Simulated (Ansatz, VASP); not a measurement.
**One calculation of TaN, two programs**

INCAR

```
  PREC = Accurate
  ENCUT = 520
  EDIFF = 1E-7
  ISMEAR = 0
  SIGMA = 0.15
  LREAL = False
  LASPH = True
  NELM = 60
  ALGO = Normal
  ISIF = 2
  LWAVE = False
  LCHARG = False
  GGA = PS
  NBANDS = 15
```

Contents of KPOINTS:

```
Automatic mesh
0
Gamma
  20 20 20
```

POSCAR

```
TaN
1.0
   -0.2601108328      2.0846382613      2.0846382613
    2.0846382613     -0.2601108328      2.0846382613
    2.0846382613      2.0846382613     -0.2601108328
Ta N
1 1
Direct
    0.5000000000      0.5000000000      0.5000000000
    0.0000000000      0.0000000000      0.0000000000
```

Input for Ansatz:

```yaml
crystal:
  lattice:
    - [-0.2601108328, 2.0846382613, 2.0846382613]
    - [2.0846382613, -0.2601108328, 2.0846382613]
    - [2.0846382613, 2.0846382613, -0.2601108328]
  atoms:
    - { symbol: Ta, position: [0.5, 0.5, 0.5] }
    - { symbol: "N", position: [0.0, 0.0, 0.0] }
basis:
  ecutwfc: 520.0
kpoints:
  mp_grid: { grid: [20, 20, 20] }
hamiltonian:
  xc: pbesol
  pseudopotentials: { kind: paw, azcp: { folder: soft_1 } }
scf:
  occupations: { method: gaussian, width: 0.15 }
output:
  forces: true
  stress: true
  eigenvalues: true
```

Alike in both runs: task single point; functional PBEsol; k mesh 20 × 20 × 20; occupations gaussian, width 0.15 eV; no spin polarisation.

```csv
,VASP,Ansatz
version,VASP 6.6.1,Ansatz 0.2.0
potentials or method,"VASP PAW PBE potentials, release 64 (Ta_pv, N), cutoff 520 eV","scalar-relativistic, plane waves, PAW"
valence electrons in the cell,16,18
```

VASP gave:

- gap on the k mesh at the Fermi level (eV): none
- pressure (GPa): -6.9
- traceless stress, the component that is largest in VASP (GPa): 10.65

Task: What did Ansatz give for the same quantities?

Result: gap on the k mesh at the Fermi level (eV): none; pressure (GPa): -8.0; traceless stress, the component that is largest in VASP (GPa): 10.76.

VASP's potentials were made for PBE, not for PBEsol, and Ansatz warns of the same on its side. A gap of «none» marks a metal or a gap that the smearing closes. With one functional, cell and mesh, what is left measures potentials, basis and numerics. VASP's potentials hold 16 valence electrons a cell and Ansatz's 18, so a difference there can come from the potentials and not from the codes.

Spin-orbit coupling is off throughout.
